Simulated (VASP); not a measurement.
Here is a VASP 6.6.1 calculation.

INCAR

```
  PREC = Accurate
  ENCUT = 520
  EDIFF = 1E-7
  ISMEAR = -1
  SIGMA = 0.06122561905347299
  LREAL = False
  LASPH = True
  NELM = 100
  ALGO = Normal
  ISIF = 2
  LWAVE = False
  LCHARG = False
  GGA = PE
  NBANDS = 10
```

KPOINTS

```
Automatic mesh
0
Gamma
  14 14 14
```

File POSCAR:

```
Br
1.0
    0.0000000000      2.3153871632      2.3153871632
    2.3153871632      0.0000000000      2.3153871632
    2.3153871632      2.3153871632      0.0000000000
Br
1
Direct
    0.0000000000      0.0000000000      0.0000000000
```

Potentials or basis: VASP PAW PBE potentials, release 64 (Br).

Command:

```console
$ cat potpaw_PBE.64/Br/POTCAR > POTCAR
$ mpirun -np 1 vasp_std > vasp.out
```

Task: Estimate the pressure.

Result: 2.0 GPa.

Caveat: an odd number of electrons without spin polarisation forces a metal; a magnetic or distorted state may lie lower.
